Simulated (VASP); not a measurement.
Here is a VASP 6.6.1 calculation.

Contents of INCAR:

```
PREC = Accurate
ENCUT = 520
EDIFF = 1E-6
ISMEAR = 0
SIGMA = 0.15
LREAL = F
LASPH = T
NELM = 60
ALGO = Normal
ISIF = 2
LWAVE = F
LCHARG = F
GGA = PE
NBANDS = 11
```

The input KPOINTS:

```
Automatic mesh
0
Gamma
  20 20 20
```

File POSCAR:

```
Pd
1.0
    0.0000000000      1.9449000000      2.0324205000
    1.9449000000      0.0000000000      2.0324205000
    1.9449000000      1.9449000000      0.0000000000
Pd
1
Direct
    0.0000000000      0.0000000000      0.0000000000
```

Potentials or basis: VASP PAW PBE potentials, release 64 (Pd).

The run is started by

```bash
$ cat potpaw_PBE.64/Pd/POTCAR > POTCAR
$ mpirun -np 1 vasp_std > vasp.out
```

(1) Estimate the band gap on the k mesh.

(2) What does it give for the pressure?

## Answers

(1) zero (bands 5 and 6 overlap by 1.61 eV).

(2) -0.7 GPa.

Caveat: the cell differs from its parent crystal (strain +0.0450 x Voigt [0, 0, 1, 0, 0, 0]).
